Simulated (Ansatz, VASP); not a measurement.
## Two plane-wave programs on AlN

```
CELL_PARAMETERS angstrom
3.11100 0.00000 0.00000
-1.55550 2.69421 0.03368
0.00000 0.06223 4.97800
ATOMIC_POSITIONS crystal
Al 0.33333 0.66667 0.00000
Al 0.66667 0.33333 0.50000
N 0.33333 0.66667 0.38500
N 0.66667 0.33333 0.88500
```

Change from the starting cell: strain +0.0250 x Voigt [0, 0, 0, 1, 0, 0], atoms carried along.

Alike in both runs: task single point; functional PBEsol; k mesh 9 × 9 × 6; occupations gaussian, width 0.05 eV; no spin polarisation.

|  | VASP | Ansatz |
| --- | --- | --- |
| version | VASP 6.6.1 | Ansatz 0.2.0 |
| potentials or method | VASP PAW PBE potentials, release 64 (Al, N), cutoff 520 eV | scalar-relativistic, plane waves, PAW |
| valence electrons in the cell | 16 | 16 |

```csv
,VASP,Ansatz,Ansatz less VASP
gap on the k mesh at the Fermi level (eV),4.07,4.05,-0.016
least direct gap on the mesh (eV),4.07,4.05,-0.016
pressure (GPa),0.5,0.6,+0.06
"traceless stress, the component that is largest in VASP (GPa)",-3.20,-3.17,+0.023
rms of the force components (eV/Å),0.131,0.130,-0.0014
```

VASP's potentials were made for PBE, not for PBEsol. Atom by atom the forces differ by 0.002 eV/Å (rms over components).
